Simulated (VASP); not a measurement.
## AlN: single point with r2SCAN

The system is AlN, a slab with vacuum.

```
CELL_PARAMETERS angstrom
3.10667 0.00000 0.00000
-1.55333 2.69045 0.00000
0.00000 0.00000 25.05698
ATOMIC_POSITIONS crystal
N 0.33333 0.66667 0.33923
N 0.66667 0.33333 0.43857
N 0.33333 0.66667 0.54010
N 0.66667 0.33333 0.63825
Al 0.66667 0.33333 0.36275
Al 0.33333 0.66667 0.46209
Al 0.66667 0.33333 0.55938
Al 0.33333 0.66667 0.65866
```

| Property | Result |
| --- | --- |
| Program | VASP 6.6.1 |
| Task | single point |
| Functional | r2SCAN |
| Potentials or basis | VASP PAW PBE potentials, release 64 (N, Al) |
| Cutoff | 520 eV |
| k mesh | 9 × 9 × 1 |
| Occupations | gaussian, width 0.05 eV |
| Spin | no spin polarisation |

```
Largest force          : 3.014 eV/Å
Band gap on the k mesh : zero (band 16 reaches -0.25 eV, above the bottom of band 17 at -0.65 eV)
```

Forces on the atoms (eV/Å):
```
N    0.000  0.000  2.367
N    0.000  0.000  2.116
N    0.000  0.000 -0.038
N    0.000  0.000 -0.006
Al   0.000  0.000 -3.014
Al   0.000  0.000 -1.471
Al   0.000  0.000  0.030
Al   0.000  0.000  0.016
```

Levels at points of the mesh, in eV from the Fermi level:
| k point | band 12 | band 13 | band 14 | band 15 | band 16 | band 17 | band 18 | band 19 | band 20 | band 21 |
| --- | --- | --- | --- | --- | --- | --- | --- | --- | --- | --- |
| (0.00, 0.00, 0.00) | -2.19 | -2.19 | -1.24 | -0.62 | 0.09 | 0.09 | 2.96 | 3.91 | 4.58 | 5.31 |

It took 5.2 min on 1 thread of Intel(R) Xeon(R) 6975P-C (Granite Rapids), with other jobs on the host, peak memory 0.37 GiB.

Caveat: the PAW data sets were made with another functional, which shifts forces and pressure a little.
